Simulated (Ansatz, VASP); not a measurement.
## One calculation of Ni, two programs

```xyz
1
Lattice="-1.3775 1.3775 1.3775 1.3775 -1.3775 1.3775 1.3775 1.3775 -1.3775" Properties=species:S:1:pos:R:3 pbc="T T T"
Ni    0.0000    0.0000    0.0000
```

Alike in both runs: functional PBEsol; k mesh 22 × 22 × 22; occupations gaussian, width 0.1 eV; collinear spin.

Ansatz relaxed the structure, and its values are those at the end. VASP's run is a single point on that final structure, the one shown.

|  | VASP | Ansatz |
| --- | --- | --- |
| version | VASP 6.6.1 | Ansatz 0.2.0 |
| potentials or method | VASP PAW PBE potentials, release 64 (Ni), cutoff 520 eV | scalar-relativistic, plane waves, PAW |
| valence electrons in the cell | 10 | 18 |

|  | VASP | Ansatz | Ansatz less VASP |
| --- | --- | --- | --- |
| gap on the k mesh at the Fermi level (eV) | none | none | - |
| pressure (GPa) | -0.1 | 0.0 | +0.10 |
| net moment per atom (μB) | 0.51 | 0.52 | +0.006 |
| size of the moment on the site where the two differ most (μB) | 0.52 | 0.55 | +0.028 |

VASP's potentials were made for PBE, not for PBEsol. Site moments also hang on the region over which each program counts them. A gap of «none» marks a metal or a gap that the smearing closes. VASP's potentials hold 10 valence electrons a cell and Ansatz's 18, so a difference there can come from the potentials and not from the codes.
